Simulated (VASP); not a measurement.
The system is Mn3ZnNi.

```
Mn Zn Ni
1.0
     3.98925    0.00000    0.00000
     0.00000    3.98925    0.00000
     0.00000    0.00000    3.98925
Mn Zn Ni
3 1 1
Direct
  0.00000 0.50000 0.50000
  0.50000 0.00000 0.50000
  0.50000 0.50000 0.00000
  0.00000 0.00000 0.00000
  0.50000 0.50000 0.50000
```

Base run:

```yaml
Program: VASP 6.6.1
Functional: PBE
Potentials_or_basis: VASP PAW PBE potentials, release 64 (Mn_pv, Zn, Ni)
Cutoff: 600 eV
k_mesh: 5 × 5 × 5
Occupations: fermi-dirac, width 0.1 eV
Spin: no spin polarisation
```

Its results: band gap on the k mesh zero (an odd number of electrons rules out a gap without spin polarisation); pressure 29.0 GPa.

Q: The run is repeated on the same cell with these changes: occupations from fermi-dirac, width 0.1 eV to methfessel-paxton, width 0.01 eV. What comes out?

A: Band gap on the k mesh zero (an odd number of electrons rules out a gap without spin polarisation); pressure 28.3 GPa.

Caveats: the cell stands under pressure; the run has no spin polarisation, though such a crystal can be magnetic.
